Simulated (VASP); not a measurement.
Input of a VASP 6.6.1 run:

Contents of INCAR:

```
SYSTEM = Si7N8O2
ALGO = Normal ; EDIFF = 1E-6
ENCUT = 520 ; GGA = PE
ISIF = 2 ; ISMEAR = -1
ISYM = 0 ; LASPH = .TRUE.
LCHARG = .FALSE. ; LREAL = Auto
LWAVE = .FALSE. ; NBANDS = 54
NELM = 100 ; PREC = Accurate
SIGMA = 0.3447
```

KPOINTS

```
Automatic mesh
0
Gamma
  1 1 1
  0.25 0.25 0.25
```

File POSCAR:

```
Si7N8O2
1.0
    5.8386290000      0.0627810000      0.1075870000
    0.0627810000      6.0367170000      0.0979630000
    0.1075870000      0.0979630000      5.8205090000
Si N O
7 8 2
Direct
    0.8414350930      1.6135977244      0.2615686444
    0.5433579715      0.4774522163      0.9571831423
    0.8209680196      1.0054224994      0.7771374135
    0.3107351837      0.8001237026      0.5399628135
    0.2107587196      0.9461638903      0.9499373763
   -0.0039345513      0.2453797366      0.4845399554
    0.6447498039      1.0367290724      0.3762741734
    0.8423292102      0.8808980092      0.0558858195
    0.3124856724      0.6622044894      0.8408658187
    1.0809933549      0.5516757115      0.5206864830
    0.7437334743      0.2781006031      0.6697531740
    0.1618838611      1.0287506225      0.6868041788
    0.3757352942      1.1262663086      0.0365647301
    0.1433057915      0.7036994464      1.3109919856
    0.3032989709      1.2089478242      0.2739167344
    0.7564123859      0.3980937969      0.1074291609
    0.7209882617      0.8063121371      0.5162607394
```

Potentials or basis: VASP PAW PBE potentials, release 64 (Si, N, O).

The run is started by

```bash
$ cat potpaw_PBE.64/Si/POTCAR potpaw_PBE.64/N/POTCAR potpaw_PBE.64/O/POTCAR > POTCAR
$ mpirun -np 1 vasp_std > vasp.out
```

Estimate the pressure.

-2.2 GPa.

What does it give for the largest force?

6.393 eV/Å.

Predict the band gap on the k mesh.

0.70 eV.

Stress tensor (GPa, compression positive):
```
-5.42  1.33 10.79
 1.33 -7.86 -0.64
10.79 -0.64  6.63
```

Caveat: the k points lie up to 1.08 Å⁻¹ apart.
